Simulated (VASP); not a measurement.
# P (Cmce) in VASP: further runs

The runs below take P through single point, with PBE+D3(BJ).

All numbers are computed with VASP 6.6.1; they aren't measurements. Logs are shortened: lines on timing, memory, paths and dates and some standing lists are left out, and cuts for length are marked.

**1. The cell of the first run**

It takes space group Cmce (No. 64, orthorhombic). The conventional cell has a = 2.824 Å, b = 11.720 Å, c = 4.167 Å, α = 90.00°, β = 90.00°, γ = 90.00°. P (site symmetry m) has 3 P at 2.05 to 2.56 Å within 2.7 Å.

**2. Single point, PBE+D3(BJ) (strain -0.1500 x Voigt [1, -1, 0, 0, 0, 0])**

Input file INCAR:

```
SYSTEM = P
PREC = Accurate
ENCUT = 520
EDIFF = 1E-6
ISMEAR = 0
SIGMA = 0.15
LREAL = .False.
LASPH = .True.
NELM = 60
ALGO = Normal
ISIF = 2
LWAVE = .False.
LCHARG = .False.
GGA = PE
IVDW = 12
NBANDS = 18
```

Input file KPOINTS:

```
Automatic mesh
0
Gamma
  16 16 12
  0 0 0
```

Input file POSCAR:

```
P
1.0
    1.4120728222     -5.8601244793      0.0000000000
    1.4120728222      5.8601244793      0.0000000000
    0.0000000000      0.0000000000      4.1668618235
P
4
Direct
    0.1063803446      0.8936196554      0.9280972034
    0.6063803446      0.3936196554      0.5719027966
    0.8936196554      0.1063803446      0.0719027966
    0.3936196554      0.6063803446      0.4280972034
```

Potentials or basis: VASP PAW PBE potentials, release 64 (P).

Launch:

```console
$ cat potpaw_PBE.64/P/POTCAR > POTCAR
$ mpirun -np 1 vasp_std > vasp.out
```

OUTCAR:

```text
SYSTEM = P
   PREC = Accurate
   ENCUT = 520
   EDIFF = 1E-6
   ISMEAR = 0
   LREAL = .False.
   LASPH = .True.
   NELM = 60
   ISIF = 2
   GGA = PE
   IVDW = 12
 IVDW          = 12

 ion  position               nearest neighbor table
   1  0.106  0.894  0.928-   2 2.05   2 2.05   3 2.56
   2  0.606  0.394  0.572-   1 2.05   1 2.05   4 2.56
   3  0.894  0.106  0.072-   4 2.05   4 2.05   1 2.56
   4  0.394  0.606  0.428-   3 2.05   3 2.05   2 2.56

  LATTYP: Found a base centered orthorhombic cell.
 ALAT       =     2.8241456444
 B/A-ratio  =     4.1500157691
 C/A-ratio  =     1.4754415488

  Lattice vectors:

 A1 = (   1.4120728222,  -5.8601244793,   0.0000000000)
 A2 = (   1.4120728222,   5.8601244793,   0.0000000000)
 A3 = (   0.0000000000,   0.0000000000,   4.1668618235)

Analysis of symmetry for initial positions (statically):
=====================================================================
 Subroutine PRICEL returns:
 Original cell was already a primitive cell.

 Routine SETGRP: Setting up the symmetry group for a
 base centered orthorhombic supercell.

 Subroutine GETGRP returns: Found  8 space group operations
 (whereof  4 operations were pure point group operations)
 out of a pool of  8 trial point group operations.

The static configuration has the point symmetry C_2h.
 The point group associated with its full space group is D_2h.

Analysis of symmetry for dynamics (positions and initial velocities):
=====================================================================
 Subroutine PRICEL returns:
 Original cell was already a primitive cell.

 Routine SETGRP: Setting up the symmetry group for a
 base centered orthorhombic supercell.

 Subroutine GETGRP returns: Found  8 space group operations
 (whereof  4 operations were pure point group operations)
 out of a pool of  8 trial point group operations.

The dynamic configuration has the point symmetry C_2h.
 The point group associated with its full space group is D_2h.

 Subroutine INISYM returns: Found  8 space group operations
 (whereof  4 operations are pure point group operations),
 and found     1 'primitive' translations

----------------------------------------------------------------------------------------

                                     Primitive cell

  volume of cell :      68.9609

  direct lattice vectors                    reciprocal lattice vectors
     1.412072822 -5.860124479  0.000000000     0.354089387 -0.085322420  0.000000000
     1.412072822  5.860124479  0.000000000     0.354089387  0.085322420  0.000000000
     0.000000000  0.000000000  4.166861823     0.000000000  0.000000000  0.239988759

  length of vectors
     6.027852733  6.027852733  4.166861823     0.364224120  0.364224120  0.239988759

  position of ions in fractional coordinates (direct lattice)
     0.106380345  0.893619655  0.928097203
     0.606380345  0.393619655  0.571902797
     0.893619655  0.106380345  0.071902797
     0.393619655  0.606380345  0.428097203

  ion indices of the primitive-cell ions
   primitive index   ion index
                 1           1
                 2           2
                 3           3
                 4           4

----------------------------------------------------------------------------------------

 KPOINTS: Automatic mesh

Automatic generation of k-mesh.
 Grid dimensions read from file:
 generate k-points for:   16   16   12

 Generating k-lattice:

  Cartesian coordinates                     Fractional coordinates (reciprocal lattice)
     0.022130587 -0.005332651  0.000000000     0.062500000 -0.000000000  0.000000000
     0.022130587  0.005332651  0.000000000    -0.000000000  0.062500000  0.000000000
     0.000000000  0.000000000  0.019999063     0.000000000  0.000000000  0.083333333

  Length of vectors
     0.022764007  0.022764007  0.019999063

  Shift w.r.t. Gamma in fractional coordinates (k-lattice)
     0.000000000  0.000000000  0.000000000

 Subroutine IBZKPT returns following result:
 ===========================================

 Found    511 irreducible k-points:

 Following reciprocal coordinates:
            Coordinates               Weight
  0.000000  0.000000  0.000000      1.000000
  0.062500 -0.000000  0.000000      4.000000
  0.125000 -0.000000  0.000000      4.000000
  0.187500  0.000000  0.000000      4.000000
  0.250000 -0.000000  0.000000      4.000000
  0.312500  0.000000  0.000000      4.000000
[... 16 lines left out ...]
 -0.125000  0.062500  0.000000      4.000000
 -0.062500  0.062500  0.000000      2.000000
 [... further k-points ...]
   k-points           NKPTS =    511   k-points in BZ     NKDIM =    511   number of bands    NBANDS=     18
   number of dos      NEDOS =    301   number of ions     NIONS =      4
   total plane-waves  NPLWV =  73728
   dimension x,y,z NGX =    48 NGY =   48 NGZ =   32
   dimension x,y,z NGXF=    96 NGYF=   96 NGZF=   64
   ions per type =               4
   NGX,Y,Z   is equivalent  to a cutoff of  13.24, 13.24, 12.77 a.u.
   NGXF,Y,Z  is equivalent  to a cutoff of  26.48, 26.48, 25.53 a.u.
 SYSTEM =  P
   PREC   = accura    normal or accurate (medium, high low for compatibility)
   ISTART =      0    job   : 0-new  1-cont  2-samecut
   ICHARG =      2    charge: 1-file 2-atom 10-const
   ISPIN  =      1    spin polarized calculation?
   LNONCOLLINEAR =      F non collinear calculations
   LSORBIT =      F    spin-orbit coupling
   LASPH  =      T    aspherical Exc in radial PAW
   ENCUT  =  520.0 eV  38.22 Ry    6.18 a.u.  11.21 11.21  7.75*2*pi/ulx,y,z
   NELM   =     60;   NELMIN=  2; NELMDL= -5     # of ELM steps
   EDIFF  = 0.1E-05   stopping-criterion for ELM
   LREAL  =      F    real-space projection
   EDIFFG = 0.1E-04   stopping-criterion for IOM
   NSW    =      0    number of steps for IOM
   IBRION =     -1    ionic relax: 0-MD 1-quasi-New 2-CG
   NFREE  =      0    steps in history (QN), initial steepest desc. (CG)
   ISIF   =      2    stress and relaxation
   ISYM   =      2    0-nonsym 1-usesym 2-fastsym
   POTIM  = 0.5000    time-step for ionic-motion
   TEBEG  =    0.0;   TEEND  =   0.0 temperature during run
   PSTRESS=    0.0 pullay stress
   NELECT =      20.0000    total number of electrons
   NUPDOWN=      -1.0000    fix difference up-down
   EMIN   =  10.00;   EMAX   =-10.00  energy-range for DOS
   EFERMI =   0.00;   METHOD = LEGACY
   ISMEAR =     0;   SIGMA  =   0.15  broadening in eV -4-tet -1-fermi 0-gaus
   EFERMI_NEDOS =   21; number of points for ismear=-14 and -15
   IALGO  =     38    algorithm
   IMIX   =      4    mixing-type and parameters
     AMIX     =   0.40;   BMIX     =  1.00
     AMIX_MAG =   1.60;   BMIX_MAG =  1.00
  volume/ion in A,a.u.               =      17.24       116.34
  Fermi-wavevector in a.u.,A,eV,Ry     =   1.083637  2.047777 15.976901  1.174269
  Thomas-Fermi vector in A             =   2.219708
   LORBIT       =      0    0 simple, 1 ext, 2 COOP (PROOUT), +10 PAW based schemes
   GGA     = PE    functional components
   LHFCALC =     F    Hartree Fock is set to
   AEXX    =    0.0000 exact exchange contribution
   IVDW    =    12    specifies the selected vdW correction
   LEPSILON=     F    determine dielectric tensor
   LRPA    =     F    only Hartree local field effects (RPA)
 non-spin polarized calculation
 Gauss-broadening in eV      SIGMA  =   0.15
  energy-cutoff  :      520.00
  volume of cell :       68.96
 maximum number of plane-waves:      1875
 NGX is ok and might be reduce to    48
   NGX = 23   NGY = 23   NGZ = 15

 number of electron      19.9999996 magnetization

 Free energy of the ion-electron system (eV)
  ---------------------------------------------------
  ext. energy  EPLUGINS =         0.00000000
  ---------------------------------------------------
  free energy    TOTEN  =       -19.48747969 eV

  energy without entropy =      -19.47976614  energy(sigma->0) =      -19.48362291

 E-fermi :   7.2288     XC(G=0): -10.2572

 val. band max:        7.2244440991   @ k =  -0.2500   0.1250   0.5000
 cond. band min:       7.2332430546   @ k =  -0.3750   0.0625   0.0000
 fundamental gap:      0.0087989555
 Fermi energy:         7.2288431922

 k-point     1 :       0.0000    0.0000    0.0000
  band No.  band energies     occupation
      1      -9.0436      2.00000
      2      -7.3158      2.00000
      3      -0.6149      2.00000
      4      -0.1173      2.00000
      5       1.7869      2.00000
      6       2.0940      2.00000
[... 10 lines left out ...]
     17      14.1749      0.00000
     18      15.2593      0.00000

 k-point     2 :       0.0625   -0.0000    0.0000
  band No.  band energies     occupation
      1      -8.9741      2.00000
      2      -7.2511      2.00000
      3      -0.5692      2.00000
      4      -0.0479      2.00000
      5       1.8487      2.00000
      6       2.1378      2.00000
[... 10 lines left out ...]
     17      14.1661      0.00000
     18      14.8355      0.00000

 k-point     3 :       0.1250   -0.0000    0.0000
  band No.  band energies     occupation
      1      -8.7660      2.00000
      2      -7.0573      2.00000
      3      -0.4471      2.00000
      4       0.1593      2.00000
      5       2.0325      2.00000
      6       2.2527      2.00000
[... 10 lines left out ...]
     17      14.0800      0.00000
     18      14.9132      0.00000

 k-point     4 :       0.1875    0.0000    0.0000
  band No.  band energies     occupation
      1      -8.4201      2.00000
      2      -6.7347      2.00000
      3      -0.3234      2.00000
      4       0.5010      2.00000
      5       2.2976      2.00000
      6       2.3329      2.00000
[... 375 lines left out ...]
      4       0.2264      2.00000
      5       2.0271      2.00000
      6       2.1942      2.00000
[... 10 lines left out ...]
     17      14.6118      0.00000
     18      14.9871      0.00000

 k-point    23 :      -0.1250    0.0625    0.0000
  band No.  band energies     occupation
      1      -8.9625      2.00000
      2      -7.2740      2.00000
      3      -0.5572      2.00000
      4      -0.0019      2.00000
      5       1.8478      2.00000
      6       2.0956      2.00000
[... 10 lines left out ...]
     17      14.0721      0.00000
     18      14.8614      0.00000

 k-point    24 :      -0.0625    0.0625    0.0000
  band No.  band energies     occupation
      1      -9.0377      2.00000
      2      -7.3274      2.00000
      3      -0.6088      2.00000
      4      -0.0940      2.00000
      5       1.7872      2.00000
      6       2.0723      2.00000
[... 10 lines left out ...]
     17      14.1693      0.00000
     18      15.2679      0.00000

 [... further k-points ...]

------------------------ aborting loop because EDIFF is reached ----------------------------------------

 Edisp (eV)   -1.62169

 E8    (eV) :    -0.6117

  FORCE on cell =-STRESS in cart. coord.  units (eV):
  Direction    XX          YY          ZZ          XY          YZ          ZX
  --------------------------------------------------------------------------------------
  -------------------------------------------------------------------------------------
  Total      19.99049    -4.76506     4.30688     0.00000     0.00000     0.00000
  in kB     464.44137  -110.70720   100.06238     0.00000     0.00000     0.00000
  external pressure =      151.27 kB  Pullay stress =        0.00 kB

 VOLUME and BASIS-vectors are now :
 -----------------------------------------------------------------------------
  energy-cutoff  :      520.00
  volume of cell :       68.96
      direct lattice vectors                 reciprocal lattice vectors
     1.412072822 -5.860124479  0.000000000     0.354089387 -0.085322420  0.000000000
     1.412072822  5.860124479  0.000000000     0.354089387  0.085322420  0.000000000
     0.000000000  0.000000000  4.166861823     0.000000000  0.000000000  0.239988759

 POSITION                                       TOTAL-FORCE (eV/Angst)
 -----------------------------------------------------------------------------------
      1.41207      4.61332      3.86725         0.000000      0.485758      1.087439
      1.41207     -1.24680      2.38304         0.000000      0.485758     -1.087439
      1.41207     -4.61332      0.29961         0.000000     -0.485758     -1.087439
      1.41207      1.24680      1.78382         0.000000     -0.485758      1.087439
 -----------------------------------------------------------------------------------
    total drift:                               -0.000000      0.000000      0.000000

  FREE ENERGIE OF THE ION-ELECTRON SYSTEM (eV)
  ---------------------------------------------------
  free  energy   TOTEN  =       -21.1091713580 eV

  energy  without entropy=      -21.1014578082  energy(sigma->0) =      -21.10531458
```

Wall time 6.3 min (1 thread of AMD EPYC 9R45 (Zen 5), shared host); peak memory 0.55 GiB.

What came out:

| Property | Result |
| --- | --- |
| Free energy | -21.1092 eV |
| Pressure | 15.1 GPa |
| Largest force | 1.191 eV/Å |
| Band gap on the k mesh | zero (bands 10 and 11 overlap by 0.86 eV) |
| Dispersion energy per atom | -0.405 eV |

Forces in eV/Å, atoms in the order of the input:
```
P    0.000  0.486  1.087
P    0.000  0.486 -1.087
P    0.000 -0.486 -1.087
P    0.000 -0.486  1.087
```

Levels at points of the mesh, in eV from the Fermi level:
```
           k point  band 6  band 7  band 8  band 9  band 10  band 11  band 12  band 13  band 14  band 15
(0.00, 0.00, 0.00)   -5.13   -4.30   -1.15   -1.11    -0.45    -0.39     3.86     4.61     5.30     5.55
(0.50, 0.00, 0.00)   -4.19   -2.76   -2.76   -2.21    -2.21     0.75     0.75     0.85     0.85     2.17
(0.50, 0.50, 0.00)   -5.68   -3.57   -2.54   -1.22    -0.25     0.89     3.70     3.97     4.51     5.72
(0.00, 0.00, 0.50)   -5.27   -0.50   -0.50    0.36     0.36     2.92     2.92     4.74     4.74     5.49
(0.50, 0.00, 0.50)   -5.73   -5.43   -5.43   -1.75    -1.75     1.07     1.07     5.02     5.02     6.00
(0.50, 0.50, 0.50)   -3.77   -0.89   -0.89   -0.51    -0.51     1.55     1.55     4.82     4.82     5.61
```

Caveat: the cell differs from its parent crystal (strain -0.1500 x Voigt [1, -1, 0, 0, 0, 0]); the stress differs along the axes, from -11 to 46 GPa; forces of over 1 eV/Å act on the atoms, so gaps and moduli don't describe the material at rest.

**3. Single point, PBE+D3(BJ) (strain +0.1500 x Voigt [1, -1, 0, 0, 0, 0])**

Input file INCAR:

```
ALGO = Normal ; EDIFF = 1E-6
ENCUT = 520 ; GGA = PE
ISIF = 2 ; ISMEAR = 0
IVDW = 12 ; LASPH = True
LCHARG = False ; LREAL = False
LWAVE = False ; NBANDS = 18
NELM = 100 ; PREC = Accurate
SIGMA = 0.15
```

Input file KPOINTS:

```
k-points
0
Gamma
  16 16 12
```

Changes to POSCAR since step 2:

```diff
@@ -2,4 +2,4 @@
 1.0
-    1.4120728222     -5.8601244793      0.0000000000
-    1.4120728222      5.8601244793      0.0000000000
+    1.9104514654     -4.3313963543      0.0000000000
+    1.9104514654      4.3313963543      0.0000000000
     0.0000000000      0.0000000000      4.1668618235
```

Potentials or basis: VASP PAW PBE potentials, release 64 (P).

Launch:

```console
$ cat potpaw_PBE.64/P/POTCAR > POTCAR
$ mpirun -np 1 vasp_std > vasp.out
```

It took 3.7 min on 1 thread of AMD EPYC 9R45 (Zen 5), shared host; peak memory 0.5 GiB.

The run converged. Its results:

```yaml
Free_energy: -21.0078 eV
Pressure: 9.7 GPa
Largest_force: 5.115 eV/Å
Band_gap_on_the_k_mesh: zero (bands 10 and 11 overlap by 0.89 eV)
Dispersion_energy_per_atom: -0.408 eV
```

Forces on the atoms (eV/Å):
```
P    0.000 -4.603 -2.230
P    0.000 -4.603  2.230
P    0.000  4.603  2.230
P    0.000  4.603 -2.230
```

Stress tensor (GPa, compression positive):
```
-13.93   0.00   0.00
  0.00  44.91   0.00
  0.00   0.00  -1.87
```

Levels at points of the mesh, in eV from the Fermi level:
```
           k point  band 7  band 8  band 9  band 10  band 11  band 12  band 13  band 14
(0.00, 0.00, 0.00)   -4.24   -2.93   -1.67    -0.68     0.79     0.91     1.48     3.17
(0.50, 0.00, 0.00)   -3.24   -3.24   -2.27    -2.27     1.46     1.46     2.14     2.14
(0.50, 0.50, 0.00)   -4.38   -1.46   -1.19     0.57     0.57     0.93     1.24     3.51
(0.00, 0.00, 0.50)   -3.79   -3.79   -2.10    -2.10     0.21     0.21     0.75     0.75
(0.50, 0.00, 0.50)   -5.21   -5.21   -0.72    -0.72     2.87     2.87     3.65     3.65
(0.50, 0.50, 0.50)   -3.32   -3.32   -0.80    -0.80     2.57     2.57     2.65     2.65
```

Caveat: the cell differs from its parent crystal (strain +0.1500 x Voigt [1, -1, 0, 0, 0, 0]); the stress differs along the axes, from -14 to 45 GPa; forces of over 1 eV/Å act on the atoms, so gaps and moduli don't describe the material at rest.

**4. Single point, PBE+D3(BJ) (strain +0.1312 x Voigt [1, -1, 0, 0, 0, 0])**

Input file INCAR:

```
PREC = Accurate
ENCUT = 520
EDIFF = 1E-6
ISMEAR = 0
SIGMA = 0.15
LREAL = F
LASPH = T
NELM = 100
ALGO = Normal
ISIF = 2
LWAVE = F
LCHARG = F
GGA = PE
IVDW = 12
NBANDS = 18
```

Input file KPOINTS:

```
regular mesh
0
Gamma
  16 16 12
```

Changes to POSCAR since step 3:

```diff
@@ -2,4 +2,4 @@
 1.0
-    1.9104514654     -4.3313963543      0.0000000000
-    1.9104514654      4.3313963543      0.0000000000
+    1.8792197371     -4.4271966501      0.0000000000
+    1.8792197371      4.4271966501      0.0000000000
     0.0000000000      0.0000000000      4.1668618235
```

Launch:

```console
$ cat potpaw_PBE.64/P/POTCAR > POTCAR
$ mpirun -np 1 vasp_std > vasp.out
```

It took 3.3 min on 1 thread of AMD EPYC 9R45 (Zen 5), shared host; peak memory 0.5 GiB.

It converged, with:

```yaml
Free_energy: -21.4958 eV
Pressure: 6.8 GPa
Largest_force: 4.124 eV/Å
Band_gap_on_the_k_mesh: zero (bands 10 and 11 overlap by 0.60 eV)
Dispersion_energy_per_atom: -0.406 eV
```

Forces on the atoms (eV/Å):
```
P    0.000 -3.711 -1.799
P    0.000 -3.711  1.799
P    0.000  3.711  1.799
P    0.000  3.711 -1.799
```

Stress tensor (GPa, compression positive):
```
-13.75   0.00   0.00
  0.00  37.57   0.00
  0.00   0.00  -3.42
```

Levels at points of the mesh, in eV from the Fermi level:
```csv
k point,band 6,band 7,band 8,band 9,band 10,band 11,band 12,band 13,band 14,band 15
"(0.00, 0.00, 0.00)",-4.75,-4.17,-2.93,-1.65,-0.98,0.78,1.04,1.69,2.93,4.66
"(0.50, 0.00, 0.00)",-5.08,-3.23,-3.23,-2.33,-2.33,1.38,1.38,1.99,1.99,5.59
"(0.50, 0.50, 0.00)",-4.96,-4.55,-1.64,-1.00,0.26,0.81,1.11,1.18,2.92,4.99
"(0.00, 0.00, 0.50)",-4.75,-3.75,-3.75,-2.02,-2.02,0.32,0.32,0.89,0.89,6.40
"(0.50, 0.00, 0.50)",-5.76,-5.27,-5.27,-0.97,-0.97,3.13,3.13,3.36,3.36,6.56
"(0.50, 0.50, 0.50)",-4.08,-3.13,-3.13,-0.87,-0.87,2.37,2.37,2.55,2.55,4.44
```

Caveat: the cell differs from its parent crystal (strain +0.1312 x Voigt [1, -1, 0, 0, 0, 0]); the stress differs along the axes, from -14 to 38 GPa; forces of over 1 eV/Å act on the atoms, so gaps and moduli don't describe the material at rest.

**5. The runs side by side**

```tsv
cell	gap on the mesh (eV)	pressure (GPa)	largest force (eV/Å)
a = 6.028, b = 6.028, c = 4.167 Å, angles 90.0, 90.0, 152.9°, 4 atoms	none	15.1	1.19
a = 4.734, b = 4.734, c = 4.167 Å, angles 90.0, 90.0, 132.4°, 4 atoms	none	9.7	5.11
a = 4.810, b = 4.810, c = 4.167 Å, angles 90.0, 90.0, 134.0°, 4 atoms	none	6.8	4.12
```

Alike in all rows: task single point; level PBE+D3(BJ); potentials or basis VASP PAW PBE potentials, release 64 (P); no spin polarisation; k mesh 16 × 16 × 12; cutoff (eV) 520; smearing gaussian 0.15 eV.

Caveats: forces of over 1 eV/Å act on the atoms, so gaps and moduli don't describe the material at rest; the stress differs along the axes, from -11 to 46 GPa (at least some runs); the stress differs along the axes, from -14 to 45 GPa (at least some runs); the stress differs along the axes, from -14 to 38 GPa (at least some runs).

Absolute energies hang on the potentials; compare differences alone.
